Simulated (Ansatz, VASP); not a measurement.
# Two plane-wave programs on Ba

```
Ba
1.0
    -2.37570    2.37570    2.37570
     2.37570   -2.37570    2.37570
     2.37570    2.37570   -2.37570
Ba
1
Direct
  0.00000 0.00000 0.00000
```

Alike in both runs: functional LDA; k mesh 12 × 12 × 12; occupations gaussian, width 0.1 eV; no spin polarisation.

Ansatz relaxed the structure, and its values are those at the end. VASP's run is a single point on that final structure, the one shown.

```csv
,VASP,Ansatz
version,VASP 6.6.1,Ansatz 0.2.0
potentials or method,"VASP PAW LDA potentials, release 64 (Ba_sv), cutoff 520 eV","scalar-relativistic, plane waves, PAW"
valence electrons in the cell,10,10
```

VASP gave:

| Quantity | Value |
| --- | --- |
| gap on the k mesh at the Fermi level (eV) | none |
| pressure (GPa) | 0.1 |

**Question.** Which values does Ansatz return?

**Answer.** gap on the k mesh at the Fermi level (eV): none; pressure (GPa): 0.0.

Ansatz warns that its potentials were made for another functional, while VASP's fit it. LDA's correlation is that of Perdew and Zunger in VASP and of Perdew and Wang (1992) in Ansatz. A gap of «none» marks a metal or a gap that the smearing closes.

Spin-orbit coupling is off throughout.
